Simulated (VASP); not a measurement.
A run of VASP 6.6.1 is set up as follows.

File INCAR:

```
ALGO = Normal ; EDIFF = 1E-7
ENCUT = 520 ; GGA = PE
ISIF = 2 ; ISMEAR = 0
LASPH = T ; LCHARG = F
LREAL = F ; LWAVE = F
NBANDS = 16 ; NELM = 80
PREC = Accurate ; SIGMA = 0.02
```

File KPOINTS:

```
k-points
0
Gamma
  9 9 6
```

The input POSCAR:

```
BN
1.0
    2.5157504731      0.0000000000      0.0000000000
   -1.2578752366      2.1787038193      0.0000000000
    0.0000000000      0.0000000000      4.2337374084
B N
2 2
Direct
    0.3333333333      0.6666666667     -0.0001063907
    0.6666666667      0.3333333333      0.4998936093
    0.3333333333      0.6666666667      0.3741063907
    0.6666666667      0.3333333333      0.8741063907
```

Potentials or basis: VASP PAW PBE potentials, release 64 (B, N).

The run is started by

```bash
$ cat potpaw_PBE.64/B/POTCAR potpaw_PBE.64/N/POTCAR > POTCAR
$ mpirun -np 1 vasp_std > vasp.out
```

Task: What does it give for the largest force?

Result: 0.008 eV/Å.

Task: Estimate the band gap on the k mesh.

Result: 5.07 eV, indirect (least direct gap 8.14 eV).

Task: Estimate the pressure.

Result: 11.5 GPa.

Forces in eV/Å, atoms in the order of the input:
```
B    0.000  0.000  0.008
B    0.000  0.000  0.008
N    0.000  0.000 -0.008
N    0.000  0.000 -0.008
```

Caveat: the cell differs from its parent crystal (strained cell). A k mesh can miss the band edges.
